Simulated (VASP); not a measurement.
# ZnSe in VASP: a series of runs

The runs below take ZnSe through single point, with PBE.

All numbers are computed with VASP 6.6.1; they aren't measurements. Logs are shortened: lines on timing, memory, paths and dates and some standing lists are left out, and cuts for length are marked.

### 1 The cell of the first run

It takes space group P4/nmm (No. 129, tetragonal). The conventional cell has a = 4.087 Å, b = 4.087 Å, c = 6.221 Å, α = 90.00°, β = 90.00°, γ = 90.00°. Zn (site symmetry -4m2) has 4 Se at 2.53 Å and 4 Zn at 2.89 Å within 3.3 Å. Within 3.3 Å of Se (site symmetry 4mm) lie 4 Zn at 2.53 Å.

### 2 Single point, PBE (strained)

INCAR

```
SYSTEM = ZnSe
  PREC = Accurate
  ENCUT = 520
  EDIFF = 1E-7
  ISMEAR = 0
  SIGMA = 0.02
  LREAL = .FALSE.
  LASPH = .TRUE.
  NELM = 60
  ALGO = Normal
  ISIF = 2
  LWAVE = .FALSE.
  LCHARG = .FALSE.
  GGA = PE
  NBANDS = 26
```

KPOINTS

```
regular mesh
0
G
  8 8 6
  0 0 0
```

POSCAR

```
ZnSe
1.0
    4.0866705658      0.0000000000      0.0000000000
    0.0000000000      4.0866705658      0.0000000000
    0.0000000000      0.0000000000      6.2213803080
Zn Se
2 2
Direct
    0.0000000000      0.0000000000      0.0000000000
    0.5000000000      0.5000000000      0.0000000000
    0.0000000000      0.5000000000      0.2392908796
    0.5000000000      0.0000000000      0.7607091204
```

Potentials or basis: VASP PAW PBE potentials, release 64 (Zn, Se).

Run with:

```
$ cat potpaw_PBE.64/Zn/POTCAR potpaw_PBE.64/Se/POTCAR > POTCAR
$ mpirun -np 1 vasp_std > vasp.out
```

OUTCAR:

```text
SYSTEM = ZnSe
   PREC = Accurate
   ENCUT = 520
   EDIFF = 1E-7
   ISMEAR = 0
   LREAL = .FALSE.
   LASPH = .TRUE.
   NELM = 60
   ISIF = 2
   GGA = PE

 ion  position               nearest neighbor table
   1  0.000  0.000  0.000-   3 2.53   4 2.53   3 2.53   4 2.53   2 2.89   2 2.89   2 2.89   2 2.89

   2  0.500  0.500  0.000-   3 2.53   4 2.53   4 2.53   3 2.53   1 2.89   1 2.89   1 2.89   1 2.89

   3  0.000  0.500  0.239-   1 2.53   2 2.53   1 2.53   2 2.53
   4  0.500  0.000  0.761-   1 2.53   2 2.53   2 2.53   1 2.53

  LATTYP: Found a simple tetragonal cell.
 ALAT       =     4.0866705658
 C/A-ratio  =     1.5223591449

  Lattice vectors:

 A1 = (   4.0866705658,   0.0000000000,   0.0000000000)
 A2 = (   0.0000000000,   4.0866705658,   0.0000000000)
 A3 = (   0.0000000000,   0.0000000000,   6.2213803080)

Analysis of symmetry for initial positions (statically):
=====================================================================
 Subroutine PRICEL returns:
 Original cell was already a primitive cell.

 Routine SETGRP: Setting up the symmetry group for a
 simple tetragonal supercell.

 Subroutine GETGRP returns: Found 16 space group operations
 (whereof  8 operations were pure point group operations)
 out of a pool of 16 trial point group operations.

The static configuration has the point symmetry D_2d.
 The point group associated with its full space group is D_4h.

Analysis of symmetry for dynamics (positions and initial velocities):
=====================================================================
 Subroutine PRICEL returns:
 Original cell was already a primitive cell.

 Routine SETGRP: Setting up the symmetry group for a
 simple tetragonal supercell.

 Subroutine GETGRP returns: Found 16 space group operations
 (whereof  8 operations were pure point group operations)
 out of a pool of 16 trial point group operations.

The dynamic configuration has the point symmetry D_2d.
 The point group associated with its full space group is D_4h.

 Subroutine INISYM returns: Found 16 space group operations
 (whereof  8 operations are pure point group operations),
 and found     1 'primitive' translations

----------------------------------------------------------------------------------------

                                     Primitive cell

  volume of cell :     103.9025

  direct lattice vectors                    reciprocal lattice vectors
     4.086670566  0.000000000  0.000000000     0.244697972  0.000000000  0.000000000
     0.000000000  4.086670566  0.000000000     0.000000000  0.244697972  0.000000000
     0.000000000  0.000000000  6.221380308     0.000000000  0.000000000  0.160736035

  length of vectors
     4.086670566  4.086670566  6.221380308     0.244697972  0.244697972  0.160736035

  position of ions in fractional coordinates (direct lattice)
     0.000000000  0.000000000  0.000000000
     0.500000000  0.500000000  0.000000000
     0.000000000  0.500000000  0.239290880
     0.500000000  0.000000000  0.760709120

  ion indices of the primitive-cell ions
   primitive index   ion index
                 1           1
                 2           2
                 3           3
                 4           4

----------------------------------------------------------------------------------------

 KPOINTS: regular mesh

Automatic generation of k-mesh.
 Grid dimensions read from file:
 generate k-points for:    8    8    6

 Generating k-lattice:

  Cartesian coordinates                     Fractional coordinates (reciprocal lattice)
     0.030587247  0.000000000  0.000000000     0.125000000  0.000000000  0.000000000
     0.000000000  0.030587247  0.000000000     0.000000000  0.125000000  0.000000000
     0.000000000  0.000000000  0.026789339     0.000000000  0.000000000  0.166666667

  Length of vectors
     0.030587247  0.030587247  0.026789339

  Shift w.r.t. Gamma in fractional coordinates (k-lattice)
     0.000000000  0.000000000  0.000000000

 Subroutine IBZKPT returns following result:
 ===========================================

 Found     60 irreducible k-points:

 Following reciprocal coordinates:
            Coordinates               Weight
  0.000000  0.000000  0.000000      1.000000
  0.125000  0.000000  0.000000      4.000000
  0.250000  0.000000  0.000000      4.000000
  0.375000  0.000000  0.000000      4.000000
  0.500000  0.000000  0.000000      2.000000
  0.125000  0.125000  0.000000      4.000000
[... 16 lines left out ...]
  0.375000  0.125000  0.166667     16.000000
  0.500000  0.125000  0.166667      8.000000
 [... further k-points ...]
   k-points           NKPTS =     60   k-points in BZ     NKDIM =     60   number of bands    NBANDS=     26
   number of dos      NEDOS =    301   number of ions     NIONS =      4
   total plane-waves  NPLWV =  43200
   dimension x,y,z NGX =    30 NGY =   30 NGZ =   48
   dimension x,y,z NGXF=    60 NGYF=   60 NGZF=   96
   ions per type =               2   2
   NGX,Y,Z   is equivalent  to a cutoff of  12.20, 12.20, 12.83 a.u.
   NGXF,Y,Z  is equivalent  to a cutoff of  24.41, 24.41, 25.65 a.u.
 SYSTEM =  ZnSe
   PREC   = accura    normal or accurate (medium, high low for compatibility)
   ISTART =      0    job   : 0-new  1-cont  2-samecut
   ICHARG =      2    charge: 1-file 2-atom 10-const
   ISPIN  =      1    spin polarized calculation?
   LNONCOLLINEAR =      F non collinear calculations
   LSORBIT =      F    spin-orbit coupling
   LASPH  =      T    aspherical Exc in radial PAW
   ENCUT  =  520.0 eV  38.22 Ry    6.18 a.u.   7.60  7.60 11.57*2*pi/ulx,y,z
   NELM   =     60;   NELMIN=  2; NELMDL= -5     # of ELM steps
   EDIFF  = 0.1E-06   stopping-criterion for ELM
   LREAL  =      F    real-space projection
   EDIFFG = 0.1E-05   stopping-criterion for IOM
   NSW    =      0    number of steps for IOM
   IBRION =     -1    ionic relax: 0-MD 1-quasi-New 2-CG
   NFREE  =      0    steps in history (QN), initial steepest desc. (CG)
   ISIF   =      2    stress and relaxation
   ISYM   =      2    0-nonsym 1-usesym 2-fastsym
   POTIM  = 0.5000    time-step for ionic-motion
   TEBEG  =    0.0;   TEEND  =   0.0 temperature during run
   PSTRESS=    0.0 pullay stress
   NELECT =      36.0000    total number of electrons
   NUPDOWN=      -1.0000    fix difference up-down
   EMIN   =  10.00;   EMAX   =-10.00  energy-range for DOS
   EFERMI =   0.00;   METHOD = LEGACY
   ISMEAR =     0;   SIGMA  =   0.02  broadening in eV -4-tet -1-fermi 0-gaus
   EFERMI_NEDOS =   21; number of points for ismear=-14 and -15
   IALGO  =     38    algorithm
   IMIX   =      4    mixing-type and parameters
     AMIX     =   0.40;   BMIX     =  1.00
     AMIX_MAG =   1.60;   BMIX_MAG =  1.00
  volume/ion in A,a.u.               =      25.98       175.29
  Fermi-wavevector in a.u.,A,eV,Ry     =   1.149830  2.172864 17.988388  1.322109
  Thomas-Fermi vector in A             =   2.286497
   LORBIT       =      0    0 simple, 1 ext, 2 COOP (PROOUT), +10 PAW based schemes
   GGA     = PE    functional components
   LHFCALC =     F    Hartree Fock is set to
   AEXX    =    0.0000 exact exchange contribution
   IVDW    =     0    specifies the selected vdW correction
   LEPSILON=     F    determine dielectric tensor
   LRPA    =     F    only Hartree local field effects (RPA)
 non-spin polarized calculation
 Gauss-broadening in eV      SIGMA  =   0.02
  energy-cutoff  :      520.00
  volume of cell :      103.90
 maximum number of plane-waves:      2832
   NGX = 15   NGY = 15   NGZ = 23

 number of electron      35.9999984 magnetization

 Free energy of the ion-electron system (eV)
  ---------------------------------------------------
  ext. energy  EPLUGINS =         0.00000000
  ---------------------------------------------------
  free energy    TOTEN  =       -11.43000383 eV

  energy without entropy =      -11.43000383  energy(sigma->0) =      -11.43000383

 E-fermi :   0.6079     XC(G=0):  -8.5502

 val. band max:        0.5267131902   @ k =   0.0000   0.0000   0.0000
 cond. band min:       2.5430096380   @ k =   0.0000   0.0000   0.0000
 fundamental gap:      2.0162964478
 Fermi energy:         0.6078545893

 k-point     1 :       0.0000    0.0000    0.0000
  band No.  band energies     occupation
      1     -12.3880      2.00000
      2     -11.4761      2.00000
      3      -6.1932      2.00000
      4      -6.1818      2.00000
      5      -6.1083      2.00000
      6      -6.1083      2.00000
[... 18 lines left out ...]
     25      10.2236      0.00000
     26      11.0925      0.00000

 k-point     2 :       0.1250    0.0000    0.0000
  band No.  band energies     occupation
      1     -12.3241      2.00000
      2     -11.4724      2.00000
      3      -6.1840      2.00000
      4      -6.1544      2.00000
      5      -6.0884      2.00000
      6      -6.0791      2.00000
[... 18 lines left out ...]
     25       9.3928      0.00000
     26       9.7665      0.00000

 k-point     3 :       0.2500    0.0000    0.0000
  band No.  band energies     occupation
      1     -12.1493      2.00000
      2     -11.4793      2.00000
      3      -6.1456      2.00000
      4      -6.0796      2.00000
      5      -6.0211      2.00000
      6      -6.0054      2.00000
[... 18 lines left out ...]
     25       8.4667      0.00000
     26       8.4876      0.00000

 k-point     4 :       0.3750    0.0000    0.0000
  band No.  band energies     occupation
      1     -11.9133      2.00000
      2     -11.5399      2.00000
      3      -6.0707      2.00000
      4      -5.9466      2.00000
      5      -5.9293      2.00000
      6      -5.9207      2.00000
[... 18 lines left out ...]
     25       7.9379      0.00000
     26       8.4203      0.00000
[... 496 lines left out ...]
      1     -12.0766      2.00000
      2     -11.4847      2.00000
      3      -6.2140      2.00000
      4      -6.0199      2.00000
      5      -5.9942      2.00000
      6      -5.9929      2.00000
[... 18 lines left out ...]
     25       7.5143      0.00000
     26       9.4481      0.00000

 k-point    23 :       0.3750    0.1250    0.1667
  band No.  band energies     occupation
      1     -11.8551      2.00000
      2     -11.5253      2.00000
      3      -6.1504      2.00000
      4      -5.9443      2.00000
      5      -5.9284      2.00000
      6      -5.8935      2.00000
[... 18 lines left out ...]
     25       8.7181      0.00000
     26       9.0741      0.00000

 k-point    24 :       0.5000    0.1250    0.1667
  band No.  band energies     occupation
      1     -11.6514      2.00000
      2     -11.6514      2.00000
      3      -6.0278      2.00000
      4      -6.0278      2.00000
      5      -5.8473      2.00000
      6      -5.8473      2.00000
[... 18 lines left out ...]
     25       8.9690      0.00000
     26       8.9690      0.00000

 [... further k-points ...]
[... 5 lines left out ...]
  --------------------------------------------------------------------------------------
  -------------------------------------------------------------------------------------
  Total        0.4551887      0.4551887      0.4105880      0.0000000      0.0000000      0.0000000
  in kB        7.0190128      7.0190128      6.3312696      0.0000000      0.0000000      0.0000000
  external PRESSURE =       6.7897650 kB  Pullay stress =       0.0000000 kB

 VOLUME and BASIS-vectors are now :
 -----------------------------------------------------------------------------
  energy-cutoff  :      520.00
  volume of cell :      103.90
      direct lattice vectors                 reciprocal lattice vectors
     4.086670566  0.000000000  0.000000000     0.244697972  0.000000000  0.000000000
     0.000000000  4.086670566  0.000000000     0.000000000  0.244697972  0.000000000
     0.000000000  0.000000000  6.221380308     0.000000000  0.000000000  0.160736035

 POSITION                                       TOTAL-FORCE (eV/Angst)
 -----------------------------------------------------------------------------------
      0.00000      0.00000      0.00000         0.000000      0.000000      0.000000
      2.04334      2.04334      0.00000        -0.000000      0.000000      0.000000
      0.00000      2.04334      1.48872         0.000000      0.000000      0.103514
      2.04334      0.00000      4.73266        -0.000000      0.000000     -0.103514
 -----------------------------------------------------------------------------------
    total drift:                                0.000000      0.000000     -0.000000

  FREE ENERGIE OF THE ION-ELECTRON SYSTEM (eV)
  ---------------------------------------------------
  free  energy   TOTEN  =       -11.4300038251 eV

  energy  without entropy=      -11.4300038251  energy(sigma->0) =      -11.43000383
```

Wall time 95 s (1 thread of AMD EPYC 7R13 (Zen 3), shared host); peak memory 0.25 GiB.

What came out:

```
Free energy            : -11.4300 eV
Pressure               : 0.7 GPa
Largest force          : 0.104 eV/Å
Band gap on the k mesh : 2.02 eV
```

Forces on the atoms (eV/Å):
```
Zn   0.000  0.000  0.000
Zn   0.000  0.000  0.000
Se   0.000  0.000  0.104
Se   0.000  0.000 -0.104
```

Caveat: the cell differs from its parent crystal (strained). A k mesh can miss the band edges.

### 3 Single point, PBE (strained)

INCAR

```
ALGO = Normal
EDIFF = 1E-6
ENCUT = 520
GGA = PE
ISIF = 2
ISMEAR = 0
LASPH = True
LCHARG = False
LREAL = False
LWAVE = False
NBANDS = 26
NELM = 60
PREC = Accurate
SIGMA = 0.02
```

KPOINTS

```
k-points
0
Gamma
  8 8 6
```

POSCAR

```
ZnSe
1.0
    4.3590522854      0.0000000000      0.0000000000
    0.0000000000      4.3590522854      0.0000000000
    0.0000000000      0.0000000000      6.0775737165
Zn Se
2 2
Direct
    0.0000000000      0.0000000000      0.0000000000
    0.5000000000      0.5000000000      0.0000000000
    0.0000000000      0.5000000000      0.2323017592
    0.5000000000      0.0000000000      0.7676982408
```

Potentials or basis: VASP PAW PBE potentials, release 64 (Zn, Se).

Run with:

```
$ cat potpaw_PBE.64/Zn/POTCAR potpaw_PBE.64/Se/POTCAR > POTCAR
$ mpirun -np 1 vasp_std > vasp.out
```

OUTCAR:

```text
EDIFF = 1E-6
   ENCUT = 520
   GGA = PE
   ISIF = 2
   ISMEAR = 0
   LASPH = True
   LREAL = False
   NELM = 60
   PREC = Accurate

 ion  position               nearest neighbor table
   1  0.000  0.000  0.000-   3 2.60   4 2.60   3 2.60   4 2.60
   2  0.500  0.500  0.000-   3 2.60   4 2.60   4 2.60   3 2.60
   3  0.000  0.500  0.232-   1 2.60   2 2.60   1 2.60   2 2.60
   4  0.500  0.000  0.768-   1 2.60   2 2.60   2 2.60   1 2.60

  LATTYP: Found a simple tetragonal cell.
 ALAT       =     4.3590522854
 C/A-ratio  =     1.3942419862

  Lattice vectors:

 A1 = (   4.3590522854,   0.0000000000,   0.0000000000)
 A2 = (   0.0000000000,   4.3590522854,   0.0000000000)
 A3 = (   0.0000000000,   0.0000000000,   6.0775737165)

Analysis of symmetry for initial positions (statically):
=====================================================================
 Subroutine PRICEL returns:
 Original cell was already a primitive cell.

 Routine SETGRP: Setting up the symmetry group for a
 simple tetragonal supercell.

 Subroutine GETGRP returns: Found 16 space group operations
 (whereof  8 operations were pure point group operations)
 out of a pool of 16 trial point group operations.

The static configuration has the point symmetry D_2d.
 The point group associated with its full space group is D_4h.

Analysis of symmetry for dynamics (positions and initial velocities):
=====================================================================
 Subroutine PRICEL returns:
 Original cell was already a primitive cell.

 Routine SETGRP: Setting up the symmetry group for a
 simple tetragonal supercell.

 Subroutine GETGRP returns: Found 16 space group operations
 (whereof  8 operations were pure point group operations)
 out of a pool of 16 trial point group operations.

[... 115 lines left out ...]
   PSTRESS=    0.0 pullay stress
   NELECT =      36.0000    total number of electrons
   NUPDOWN=      -1.0000    fix difference up-down
   EMIN   =  10.00;   EMAX   =-10.00  energy-range for DOS
   EFERMI =   0.00;   METHOD = LEGACY
   ISMEAR =     0;   SIGMA  =   0.02  broadening in eV -4-tet -1-fermi 0-gaus
   EFERMI_NEDOS =   21; number of points for ismear=-14 and -15
   IALGO  =     38    algorithm
   IMIX   =      4    mixing-type and parameters
     AMIX     =   0.40;   BMIX     =  1.00
     AMIX_MAG =   1.60;   BMIX_MAG =  1.00
  volume/ion in A,a.u.               =      28.87       194.83
  Fermi-wavevector in a.u.,A,eV,Ry     =   1.110037  2.097666 16.764862  1.232183
  Thomas-Fermi vector in A             =   2.246584
   LORBIT       =      0    0 simple, 1 ext, 2 COOP (PROOUT), +10 PAW based schemes
   GGA     = PE    functional components
   LHFCALC =     F    Hartree Fock is set to
   AEXX    =    0.0000 exact exchange contribution
   IVDW    =     0    specifies the selected vdW correction
   LEPSILON=     F    determine dielectric tensor
   LRPA    =     F    only Hartree local field effects (RPA)
 non-spin polarized calculation
 Gauss-broadening in eV      SIGMA  =   0.02
  energy-cutoff  :      520.00
  volume of cell :      115.48
 maximum number of plane-waves:      3136
   NGX = 17   NGY = 17   NGZ = 23

 number of electron      35.9999985 magnetization

 Free energy of the ion-electron system (eV)
  ---------------------------------------------------
  ext. energy  EPLUGINS =         0.00000000
  ---------------------------------------------------
  free energy    TOTEN  =       -11.27602782 eV

  energy without entropy =      -11.27602782  energy(sigma->0) =      -11.27602782

 E-fermi :   0.0664     XC(G=0):  -8.1023

 val. band max:       -0.0167657622   @ k =   0.0000   0.0000   0.0000
 cond. band min:       1.1095626129   @ k =   0.0000   0.0000   0.0000
 fundamental gap:      1.1263283751
 Fermi energy:         0.0664052536

 k-point     1 :       0.0000    0.0000    0.0000
  band No.  band energies     occupation
      1     -12.5570      2.00000
      2     -11.7789      2.00000
      3      -6.5357      2.00000
      4      -6.5162      2.00000
      5      -6.5162      2.00000
      6      -6.5097      2.00000
[... 685 lines left out ...]
     25       8.0279      0.00000
     26       8.0279      0.00000

 [... further k-points ...]
[... 5 lines left out ...]
  --------------------------------------------------------------------------------------
  -------------------------------------------------------------------------------------
  Total       -2.9436554     -2.9436554     -0.8285045      0.0000000      0.0000000      0.0000000
  in kB      -40.8397583    -40.8397583    -11.4945253      0.0000000      0.0000000      0.0000000
  external PRESSURE =     -31.0580140 kB  Pullay stress =       0.0000000 kB

 VOLUME and BASIS-vectors are now :
 -----------------------------------------------------------------------------
  energy-cutoff  :      520.00
  volume of cell :      115.48
      direct lattice vectors                 reciprocal lattice vectors
     4.359052285  0.000000000  0.000000000     0.229407664  0.000000000  0.000000000
     0.000000000  4.359052285  0.000000000     0.000000000  0.229407664  0.000000000
     0.000000000  0.000000000  6.077573716     0.000000000  0.000000000  0.164539345

 POSITION                                       TOTAL-FORCE (eV/Angst)
 -----------------------------------------------------------------------------------
      0.00000      0.00000      0.00000        -0.000000     -0.000000      0.000000
      2.17953      2.17953      0.00000         0.000000      0.000000      0.000000
      0.00000      2.17953      1.41183        -0.000000      0.000000     -0.275336
      2.17953      0.00000      4.66574        -0.000000     -0.000000      0.275336
 -----------------------------------------------------------------------------------
    total drift:                                0.000000     -0.000000     -0.000000

  FREE ENERGIE OF THE ION-ELECTRON SYSTEM (eV)
  ---------------------------------------------------
  free  energy   TOTEN  =       -11.2760278187 eV

  energy  without entropy=      -11.2760278187  energy(sigma->0) =      -11.27602782
```

Run time: 1.7 min. Hardware: 1 thread of AMD EPYC 7R13 (Zen 3), shared host; peak memory 0.27 GiB.

What came out:

```
Free energy            : -11.2760 eV
Pressure               : -3.1 GPa
Largest force          : 0.275 eV/Å
Band gap on the k mesh : 1.13 eV
```

Forces in eV/Å, atoms in the order of the input:
```
Zn   0.000  0.000  0.000
Zn   0.000  0.000  0.000
Se   0.000  0.000 -0.275
Se   0.000  0.000  0.275
```

Caveat: the cell differs from its parent crystal (strained); the cell stands under tension.

(Continued in part 2 of 2.)
